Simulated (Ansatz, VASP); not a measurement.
**One calculation of Mg2Si, two programs**

```
Mg Si
1.0
     0.00000    3.18204    3.18204
     3.18204    0.00000    3.18204
     3.18204    3.18204    0.00000
Mg Si
2 1
Direct
  0.25000 0.25000 0.25000
  0.75000 0.75000 0.75000
  0.00000 0.00000 0.00000
```

Alike in both runs: task single point; functional r2SCAN; k mesh 10 × 10 × 10; occupations gaussian, width 0.05 eV; no spin polarisation.

|  | VASP | Ansatz |
| --- | --- | --- |
| version | VASP 6.6.1 | Ansatz 0.2.0 |
| potentials or method | VASP PAW PBE potentials, release 64 (Mg, Si), cutoff 660 eV | scalar-relativistic, plane waves, PAW |
| valence electrons in the cell | 8 | 24 |

Ansatz gave:

* gap on the k mesh at the Fermi level (eV): 0.46
* least direct gap on the mesh (eV): 2.42
* pressure (GPa): -0.7

Task: What did VASP give for the same quantities?

Result: gap on the k mesh at the Fermi level (eV): 0.46; least direct gap on the mesh (eV): 2.42; pressure (GPa): -1.0.

VASP's potentials were made for PBE, not for r2SCAN. VASP's potentials hold 8 valence electrons a cell and Ansatz's 24, so a difference there can come from the potentials and not from the codes.
